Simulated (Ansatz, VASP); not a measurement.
**Pd: VASP beside Ansatz**

```
Pd
1.0
     4.92792    0.00000    0.00000
     0.00000    4.92792    0.00000
     0.00000    0.00000    4.92792
Pd
8
Cartesian
  0.0000 0.0000 4.9279
  2.4640 2.4640 2.4640
  1.2320 0.0000 2.4640
  3.6959 0.0000 2.4640
  2.4640 1.2320 4.9279
  2.4640 3.6959 4.9279
  4.9279 2.4640 1.2320
  4.9279 2.4640 3.6959
```

Alike in both runs: functional PBEsol; k mesh 5 × 5 × 5; occupations fermi-dirac, width 0.05 eV; collinear spin.

Ansatz relaxed the structure, and its values are those at the end. VASP's run is a single point on that final structure, the one shown.

|  | VASP | Ansatz |
| --- | --- | --- |
| version | VASP 6.6.1 | Ansatz 0.2.0 |
| potentials or method | VASP PAW PBE potentials, release 64 (Pd), cutoff 520 eV | plane waves (420 eV) with PAW, scalar-relativistic |
| valence electrons in the cell | 80 | 144 |

Ansatz gave:

- pressure (GPa): 0.0
- net moment per atom (μB): 0.00

Q: Estimate VASP's values.

A: Pressure (GPa): -0.4; net moment per atom (μB): 0.00.

VASP's potentials were made for PBE, not for PBEsol, and Ansatz warns of the same on its side. VASP's potentials hold 80 valence electrons a cell and Ansatz's 144, so a difference there can come from the potentials and not from the codes. Ansatz's warnings: seeded moment not kept.
